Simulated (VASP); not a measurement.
# PbSe (P6_3/mmc) in VASP: a series of runs

The runs below take PbSe through single point, with PBE.

Everything below comes from runs of VASP 6.6.1. Logs are shortened: lines on timing, memory, paths and dates and some standing lists are left out, and cuts for length are marked.

### 1 The cell of the first run

The structure is hexagonal, space group P6_3/mmc (No. 194). The conventional cell has a = 4.220 Å, b = 4.220 Å, c = 7.422 Å, α = 90.00°, β = 90.00°, γ = 120.00°. Within 4.0 Å of Pb (site symmetry -3m) lie 6 Se at 3.06 Å and 2 Pb at 3.71 Å. Within 4.0 Å of Se (site symmetry -6m2) lie 6 Pb at 3.06 Å.

### 2 Single point, PBE (volume changed by -6%)

Contents of INCAR:

```
  PREC = Accurate
  ENCUT = 520
  EDIFF = 1E-7
  ISMEAR = -1
  SIGMA = 0.02
  LREAL = False
  LASPH = True
  NELM = 60
  ALGO = Normal
  ISIF = 2
  LWAVE = False
  LCHARG = False
  GGA = PE
  NBANDS = 28
```

Contents of KPOINTS:

```
Automatic mesh
0
Gamma
  6 6 4
```

Contents of POSCAR:

```
PbSe
1.0
    4.2204804242      0.0000000000      0.0000000000
   -2.1102402121      3.6550432635      0.0000000000
    0.0000000000      0.0000000000      7.4217787045
Pb Se
2 2
Direct
    0.0000000000      0.0000000000      0.0000000000
    0.0000000000      0.0000000000      0.5000000000
    0.3333333333      0.6666666667      0.2500000000
    0.6666666667      0.3333333333      0.7500000000
```

Potentials or basis: VASP PAW PBE potentials, release 64 (Pb_d, Se).

Started as:

```console
$ cat potpaw_PBE.64/Pb_d/POTCAR potpaw_PBE.64/Se/POTCAR > POTCAR
$ mpirun -np 1 vasp_std > vasp.out
```

OUTCAR:

```text
PREC = Accurate
   ENCUT = 520
   EDIFF = 1E-7
   ISMEAR = -1
   LREAL = False
   LASPH = True
   NELM = 60
   ISIF = 2
   GGA = PE

 ion  position               nearest neighbor table
   1  0.000  0.000  0.000-   3 3.06   4 3.06   3 3.06   4 3.06   4 3.06   3 3.06   2 3.71   2 3.71

   2  0.000  0.000  0.500-   3 3.06   4 3.06   3 3.06   4 3.06   4 3.06   3 3.06   1 3.71   1 3.71

   3  0.333  0.667  0.250-   1 3.06   2 3.06   1 3.06   2 3.06   1 3.06   2 3.06
   4  0.667  0.333  0.750-   1 3.06   2 3.06   1 3.06   2 3.06   1 3.06   2 3.06

  LATTYP: Found a hexagonal cell.
 ALAT       =     4.2204804242
 C/A-ratio  =     1.7585151354

  Lattice vectors:

 A1 = (   4.2204804242,   0.0000000000,   0.0000000000)
 A2 = (  -2.1102402121,   3.6550432635,   0.0000000000)
 A3 = (   0.0000000000,   0.0000000000,   7.4217787045)

Analysis of symmetry for initial positions (statically):
=====================================================================
 Subroutine PRICEL returns:
 Original cell was already a primitive cell.

 Routine SETGRP: Setting up the symmetry group for a
 hexagonal supercell.

 Subroutine GETGRP returns: Found 24 space group operations
 (whereof 12 operations were pure point group operations)
 out of a pool of 24 trial point group operations.

The static configuration has the point symmetry D_3d.
 The point group associated with its full space group is D_6h.

Analysis of symmetry for dynamics (positions and initial velocities):
=====================================================================
 Subroutine PRICEL returns:
 Original cell was already a primitive cell.

 Routine SETGRP: Setting up the symmetry group for a
 hexagonal supercell.

 Subroutine GETGRP returns: Found 24 space group operations
 (whereof 12 operations were pure point group operations)
 out of a pool of 24 trial point group operations.

The dynamic configuration has the point symmetry D_3d.
 The point group associated with its full space group is D_6h.

 Subroutine INISYM returns: Found 24 space group operations
 (whereof 12 operations are pure point group operations),
 and found     1 'primitive' translations

----------------------------------------------------------------------------------------

                                     Primitive cell

  volume of cell :     114.4886

  direct lattice vectors                    reciprocal lattice vectors
     4.220480424  0.000000000  0.000000000     0.236939850  0.136797286  0.000000000
    -2.110240212  3.655043264  0.000000000     0.000000000  0.273594573  0.000000000
     0.000000000  0.000000000  7.421778705     0.000000000  0.000000000  0.134738590

  length of vectors
     4.220480424  4.220480424  7.421778705     0.273594573  0.273594573  0.134738590

  position of ions in fractional coordinates (direct lattice)
     0.000000000  0.000000000  0.000000000
     0.000000000  0.000000000  0.500000000
     0.333333333  0.666666667  0.250000000
     0.666666667  0.333333333  0.750000000

  ion indices of the primitive-cell ions
   primitive index   ion index
                 1           1
                 2           2
                 3           3
                 4           4

----------------------------------------------------------------------------------------

 KPOINTS: Automatic mesh

Automatic generation of k-mesh.
 Grid dimensions read from file:
 generate k-points for:    6    6    4

 Generating k-lattice:

  Cartesian coordinates                     Fractional coordinates (reciprocal lattice)
     0.039489975  0.022799548  0.000000000     0.166666667  0.000000000  0.000000000
     0.000000000  0.045599095  0.000000000     0.000000000  0.166666667  0.000000000
     0.000000000  0.000000000  0.033684648     0.000000000  0.000000000  0.250000000

  Length of vectors
     0.045599095  0.045599095  0.033684648

  Shift w.r.t. Gamma in fractional coordinates (k-lattice)
     0.000000000  0.000000000  0.000000000

 Subroutine IBZKPT returns following result:
 ===========================================

 Found     21 irreducible k-points:

 Following reciprocal coordinates:
            Coordinates               Weight
  0.000000  0.000000  0.000000      1.000000
  0.166667  0.000000  0.000000      6.000000
  0.333333  0.000000  0.000000      6.000000
  0.500000 -0.000000  0.000000      3.000000
  0.166667  0.166667  0.000000      6.000000
  0.333333  0.166667  0.000000     12.000000
[... 13 lines left out ...]
  0.333333  0.166667  0.500000     12.000000
  0.333333  0.333333  0.500000      2.000000
   k-points           NKPTS =     21   k-points in BZ     NKDIM =     21   number of bands    NBANDS=     28
   number of dos      NEDOS =    301   number of ions     NIONS =      4
   total plane-waves  NPLWV =  57344
   dimension x,y,z NGX =    32 NGY =   32 NGZ =   56
   dimension x,y,z NGXF=    64 NGYF=   64 NGZF=  112
   ions per type =               2   2
   NGX,Y,Z   is equivalent  to a cutoff of  12.60, 12.60, 12.54 a.u.
   NGXF,Y,Z  is equivalent  to a cutoff of  25.21, 25.21, 25.09 a.u.
 SYSTEM =  unknown system
   PREC   = accura    normal or accurate (medium, high low for compatibility)
   ISTART =      0    job   : 0-new  1-cont  2-samecut
   ICHARG =      2    charge: 1-file 2-atom 10-const
   ISPIN  =      1    spin polarized calculation?
   LNONCOLLINEAR =      F non collinear calculations
   LSORBIT =      F    spin-orbit coupling
   LASPH  =      T    aspherical Exc in radial PAW
   ENCUT  =  520.0 eV  38.22 Ry    6.18 a.u.   7.85  7.85 13.80*2*pi/ulx,y,z
   NELM   =     60;   NELMIN=  2; NELMDL= -5     # of ELM steps
   EDIFF  = 0.1E-06   stopping-criterion for ELM
   LREAL  =      F    real-space projection
   EDIFFG = 0.1E-05   stopping-criterion for IOM
   NSW    =      0    number of steps for IOM
   IBRION =     -1    ionic relax: 0-MD 1-quasi-New 2-CG
   NFREE  =      0    steps in history (QN), initial steepest desc. (CG)
   ISIF   =      2    stress and relaxation
   ISYM   =      2    0-nonsym 1-usesym 2-fastsym
   POTIM  = 0.5000    time-step for ionic-motion
   TEBEG  =    0.0;   TEEND  =   0.0 temperature during run
   PSTRESS=    0.0 pullay stress
   NELECT =      40.0000    total number of electrons
   NUPDOWN=      -1.0000    fix difference up-down
   EMIN   =  10.00;   EMAX   =-10.00  energy-range for DOS
   EFERMI =   0.00;   METHOD = LEGACY
   ISMEAR =    -1;   SIGMA  =   0.02  broadening in eV -4-tet -1-fermi 0-gaus
   EFERMI_NEDOS =   21; number of points for ismear=-14 and -15
   IALGO  =     38    algorithm
   IMIX   =      4    mixing-type and parameters
     AMIX     =   0.40;   BMIX     =  1.00
     AMIX_MAG =   1.60;   BMIX_MAG =  1.00
  volume/ion in A,a.u.               =      28.62       193.15
  Fermi-wavevector in a.u.,A,eV,Ry     =   1.153030  2.178911 18.088656  1.329479
  Thomas-Fermi vector in A             =   2.289677
   LORBIT       =      0    0 simple, 1 ext, 2 COOP (PROOUT), +10 PAW based schemes
   GGA     = PE    functional components
   LHFCALC =     F    Hartree Fock is set to
   AEXX    =    0.0000 exact exchange contribution
   IVDW    =     0    specifies the selected vdW correction
   LEPSILON=     F    determine dielectric tensor
   LRPA    =     F    only Hartree local field effects (RPA)
 non-spin polarized calculation
  energy-cutoff  :      520.00
  volume of cell :      114.49
 maximum number of plane-waves:      3102
 NGX is ok and might be reduce to    32
   NGX = 15   NGY = 15   NGZ = 27

 number of electron      40.0000006 magnetization

 Free energy of the ion-electron system (eV)
  ---------------------------------------------------
  ext. energy  EPLUGINS =         0.00000000
  ---------------------------------------------------
  free energy    TOTEN  =       -16.13379213 eV

  energy without entropy =      -16.13320381  energy(sigma->0) =      -16.13349797

 E-fermi :   5.3737     XC(G=0):  -9.5250

 val. band max:        5.3608370165   @ k =   0.5000  -0.0000   0.0000
 cond. band min:       5.4548827738   @ k =   0.3333   0.3333   0.0000
 fundamental gap:      0.0940457573
 Fermi energy:         5.3737474032

 k-point     1 :       0.0000    0.0000    0.0000
  band No.  band energies     occupation
      1     -11.8723      2.00000
      2     -11.8197      2.00000
      3     -11.8197      2.00000
      4     -11.7987      2.00000
      5     -11.7987      2.00000
      6     -11.7898      2.00000
[... 20 lines left out ...]
     27      10.6756      0.00000
     28      12.3710      0.00000

 k-point     2 :       0.1667    0.0000    0.0000
  band No.  band energies     occupation
      1     -11.8673      2.00000
      2     -11.8450      2.00000
      3     -11.8137      2.00000
      4     -11.8020      2.00000
      5     -11.7953      2.00000
      6     -11.7876      2.00000
[... 20 lines left out ...]
     27      10.6072      0.00000
     28      11.4215      0.00000

 k-point     3 :       0.3333    0.0000    0.0000
  band No.  band energies     occupation
      1     -11.8998      2.00000
      2     -11.8573      2.00000
      3     -11.8121      2.00000
      4     -11.8111      2.00000
      5     -11.8000      2.00000
      6     -11.7679      2.00000
[... 20 lines left out ...]
     27      10.7752      0.00000
     28      13.1258      0.00000

 k-point     4 :       0.5000   -0.0000    0.0000
  band No.  band energies     occupation
      1     -11.9262      2.00000
      2     -11.8538      2.00000
      3     -11.8164      2.00000
      4     -11.8136      2.00000
      5     -11.8011      2.00000
      6     -11.7616      2.00000
[... 20 lines left out ...]
     27      10.9181      0.00000
     28      12.4409      0.00000

 k-point     5 :       0.1667    0.1667    0.0000
  band No.  band energies     occupation
      1     -11.8781      2.00000
      2     -11.8597      2.00000
      3     -11.8189      2.00000
      4     -11.8032      2.00000
      5     -11.7976      2.00000
      6     -11.7766      2.00000
[... 20 lines left out ...]
     27      10.4453      0.00000
     28      12.1029      0.00000

 k-point     6 :       0.3333    0.1667    0.0000
  band No.  band energies     occupation
      1     -11.9063      2.00000
      2     -11.8522      2.00000
      3     -11.8314      2.00000
      4     -11.8045      2.00000
      5     -11.7961      2.00000
      6     -11.7665      2.00000
[... 370 lines left out ...]
      5     -11.7819      2.00000
      6     -11.7819      2.00000
[... 20 lines left out ...]
     27      12.2736      0.00000
     28      12.2736      0.00000

 k-point    19 :       0.1667    0.1667    0.5000
  band No.  band energies     occupation
      1     -11.8352      2.00000
      2     -11.8352      2.00000
      3     -11.7937      2.00000
      4     -11.7937      2.00000
      5     -11.7837      2.00000
      6     -11.7837      2.00000
[... 20 lines left out ...]
     27      11.1955      0.00000
     28      11.1955      0.00000

 k-point    20 :       0.3333    0.1667    0.5000
  band No.  band energies     occupation
      1     -11.8534      2.00000
      2     -11.8534      2.00000
      3     -11.7921      2.00000
      4     -11.7921      2.00000
      5     -11.7877      2.00000
      6     -11.7877      2.00000
[... 20 lines left out ...]
     27      11.8014      0.00000
     28      11.8014      0.00000

 k-point    21 :       0.3333    0.3333    0.5000
  band No.  band energies     occupation
      1     -11.8480      2.00000
      2     -11.8480      2.00000
      3     -11.8012      2.00000
      4     -11.8012      2.00000
      5     -11.7743      2.00000
      6     -11.7743      2.00000
[... 20 lines left out ...]
     27      12.4708      0.00000
     28      12.4708      0.00000

------------------------ aborting loop because EDIFF is reached ----------------------------------------

  FORCE on cell =-STRESS in cart. coord.  units (eV):
  Direction    XX          YY          ZZ          XY          YZ          ZX
  --------------------------------------------------------------------------------------
  -------------------------------------------------------------------------------------
  Total        2.0899552      2.0899552      2.5845954      0.0000000      0.0000000      0.0000000
  in kB       29.2472571     29.2472571     36.1693532      0.0000000      0.0000000      0.0000000
  external PRESSURE =      31.5546225 kB  Pullay stress =       0.0000000 kB

 VOLUME and BASIS-vectors are now :
 -----------------------------------------------------------------------------
  energy-cutoff  :      520.00
  volume of cell :      114.49
      direct lattice vectors                 reciprocal lattice vectors
     4.220480424  0.000000000  0.000000000     0.236939850  0.136797286  0.000000000
    -2.110240212  3.655043264  0.000000000     0.000000000  0.273594573  0.000000000
     0.000000000  0.000000000  7.421778705     0.000000000  0.000000000  0.134738590

 POSITION                                       TOTAL-FORCE (eV/Angst)
 -----------------------------------------------------------------------------------
      0.00000      0.00000      0.00000         0.000000      0.000000     -0.000000
      0.00000      0.00000      3.71089         0.000000      0.000000     -0.000000
     -0.00000      2.43670      1.85544        -0.000000     -0.000000     -0.000000
      2.11024      1.21835      5.56633        -0.000000      0.000000      0.000000
 -----------------------------------------------------------------------------------
    total drift:                                0.000000     -0.000000      0.000000

  FREE ENERGIE OF THE ION-ELECTRON SYSTEM (eV)
  ---------------------------------------------------
  free  energy   TOTEN  =       -16.1337921266 eV

  energy  without entropy=      -16.1332038150  energy(sigma->0) =      -16.13349797
```

Run time: 24 s. Hardware: 1 thread of Intel Xeon 6975P-C (Granite Rapids), shared host; peak memory 0.25 GiB.

Results:

| Property | Result |
| --- | --- |
| Free energy | -16.1338 eV |
| Pressure | 3.2 GPa |
| Band gap on the k mesh | zero (band 20 reaches 5.45 eV, above the bottom of band 21 at 5.36 eV) |

Caveat: spin-orbit coupling is left out, which moves the levels of the heavy elements.

### 3 Single point, PBE (volume changed by -3%)

Contents of INCAR:

```
SYSTEM = PbSe
ALGO = Normal ; EDIFF = 1E-7
ENCUT = 520 ; GGA = PE
ISIF = 2 ; ISMEAR = -1
LASPH = .True. ; LCHARG = .False.
LREAL = .False. ; LWAVE = .False.
NBANDS = 28 ; NELM = 80
PREC = Accurate ; SIGMA = 0.02
```

Contents of KPOINTS:

```
k-points
0
Gamma
  6 6 4
  0 0 0
```

Contents of POSCAR:

```
PbSe
1.0
    4.2649097989      0.0000000000      0.0000000000
   -2.1324548994      3.6935202307      0.0000000000
    0.0000000000      0.0000000000      7.4999084324
Pb Se
2 2
Direct
    0.0000000000      0.0000000000      0.0000000000
    0.0000000000      0.0000000000      0.5000000000
    0.3333333333      0.6666666667      0.2500000000
    0.6666666667      0.3333333333      0.7500000000
```

Potentials or basis: VASP PAW PBE potentials, release 64 (Pb_d, Se).

Started as:

```console
$ cat potpaw_PBE.64/Pb_d/POTCAR potpaw_PBE.64/Se/POTCAR > POTCAR
$ mpirun -np 1 vasp_std > vasp.out
```

Run time: 27 s. Hardware: 1 thread of Intel Xeon 6975P-C (Granite Rapids), shared host; peak memory 0.25 GiB.

The run converged. Its results:

```yaml
Free_energy: -16.1865 eV
Pressure: 1.4 GPa
Band_gap_on_the_k_mesh: zero (filled and empty bands touch)
```

Stress tensor (GPa, compression positive):
```
1.33 0.00 0.00
0.00 1.33 0.00
0.00 0.00 1.65
```

Levels at points of the mesh, in eV from the Fermi level:
```
           k point  band 18  band 19  band 20  band 21  band 22  band 23
(0.00, 0.00, 0.00)    -1.49    -1.49    -0.11     0.14     2.83     2.83
(0.50, 0.00, 0.00)    -1.63    -1.55    -1.00     0.01     1.48     2.44
(0.00, 0.00, 0.50)    -1.72    -1.61    -1.61     2.32     2.32     2.77
(0.50, 0.00, 0.50)    -2.75    -2.57    -2.57     2.34     2.34     2.76
```

Caveat: spin-orbit coupling is left out, which moves the levels of the heavy elements.
